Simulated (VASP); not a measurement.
The system is InSb3.

```xyz
4
Lattice="4.8064 0.0000 0.0000 0.0000 4.8064 0.0000 0.0000 0.0000 4.8064" Properties=species:S:1:pos:R:3 pbc="T T T"
In    0.0000    0.0000    0.0000
Sb    2.4032    0.0000    2.4032
Sb    0.0000    2.4032    2.4032
Sb    2.4032    2.4032    0.0000
```

- Program: VASP 6.6.1
- Task: relaxation of cell and atoms
- Functional: PBEsol
- Potentials or basis: VASP PAW PBE potentials, release 64 (In_d, Sb)
- Cutoff: 600 eV
- k mesh: 10 × 10 × 10
- Occupations: gaussian, width 0.1 eV
- Spin: no spin polarisation

At the start: pressure -2.6 GPa; volume 27.76 Å³/atom.

**Question.** Where does the relaxation end?

**Answer.** Over 3 steps the energy falls by 11.4 meV/atom and the volume is 26.43 Å³/atom (-4.8 %); space group Pm-3m (No. 221, to 0.1 Å) before and after.

The path:
| step | energy change (eV) | largest force (eV/Å) | pressure (GPa) | volume (Å³) |
| --- | --- | --- | --- | --- |
| 1 | 0.0000 | 0.0000 | -2.63 | 111.03 |
| 2 | -0.0393 | 0.0000 | 1.11 | 103.88 |
| 3 | -0.0455 | 0.0000 | 0.00 | 105.73 |

Final structure:
```
In Sb
1.0
     4.72853    0.00000    0.00000
     0.00000    4.72853    0.00000
     0.00000    0.00000    4.72853
In Sb
1 3
Direct
  0.00000 0.00000 0.00000
  0.50000 0.00000 0.50000
  0.00000 0.50000 0.50000
  0.50000 0.50000 0.00000
```

Caveat: the PAW data sets were made with another functional, which shifts forces and pressure a little.
